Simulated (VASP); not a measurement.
Ti, 6 atoms in the cell. The structure is cubic, space group Fm-3m (No. 225). Conventional cell: a = 4.060 Å, b = 4.060 Å, c = 4.060 Å, α = 90.00°, β = 90.00°, γ = 90.00°. Ti (site symmetry m-3m) has 12 Ti at 2.87 Å within 3.8 Å. This isn't the form of Ti at room conditions, which is hcp.

| Quantity | Value |
| --- | --- |
| Program | VASP 6.6.1 |
| Task | single point |
| Functional | r2SCAN |
| Potentials or basis | VASP PAW PBE potentials, release 64 (Ti_sv) |
| Cutoff | 520 eV |
| k mesh | 19 × 19 × 4 |
| Occupations | gaussian, width 0.15 eV |
| Spin | no spin polarisation |
| Dipole correction | no |
| Further INCAR settings | ALGO = Normal; EDIFF = 1e-07; NBANDS = 45 |

Potentials or basis: VASP PAW PBE potentials, release 64 (Ti_sv).

Launch:

```sh
$ cat potpaw_PBE.64/Ti_sv/POTCAR > POTCAR
$ cp INCAR.step1 INCAR
$ mpirun -np 1 vasp_std > vasp.out
$ cp INCAR.step2 INCAR
$ mpirun -np 1 vasp_std > vasp.out
```

Hardware: 1 thread of Oxide Virtual Turin-like Processor, with other jobs on the host.

Task: Estimate the wall time of this run.

Result: It took 110 min on 1 thread of Oxide Virtual Turin-like Processor, on a shared host, peak memory 0.55 GiB. Counts: k points 150.
